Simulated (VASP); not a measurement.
Runs of VASP 6.6.1 on W. The structure is that of space group Pm-3m (No. 221), or close to it. The cells are those of the table. 

```tsv
task	cell	cutoff (eV)	gap on the mesh (eV)	pressure (GPa)
single point	a = 2.312 Å, 1 atom	520	none	(a)
relaxation of cell and atoms	relaxed to 190 GPa from a = 2.299 Å, 1 atom	600	none	190.0
relaxation of cell and atoms	relaxed to 190 GPa from a = 2.313 Å, 1 atom	600	none	190.0
single point	a = 2.313 Å, 1 atom	520	none	197.3
```

Alike in all rows: level PBE; potentials or basis VASP PAW PBE potentials, release 64 (W_sv); no spin polarisation; k mesh 16 × 16 × 16; smearing fermi-dirac 0.1 eV.

Question: Estimate the missing entries.

Answer: (a) 198.3.

Caveats: spin-orbit coupling is left out, which moves the levels of the heavy elements; the cell is relaxed towards a set pressure, so the enthalpy falls and the energy may rise (some runs).

A k mesh can miss the band edges, and the runs leave out spin-orbit coupling on W.

A gap of «none» marks levels without a gap at the run's occupations.
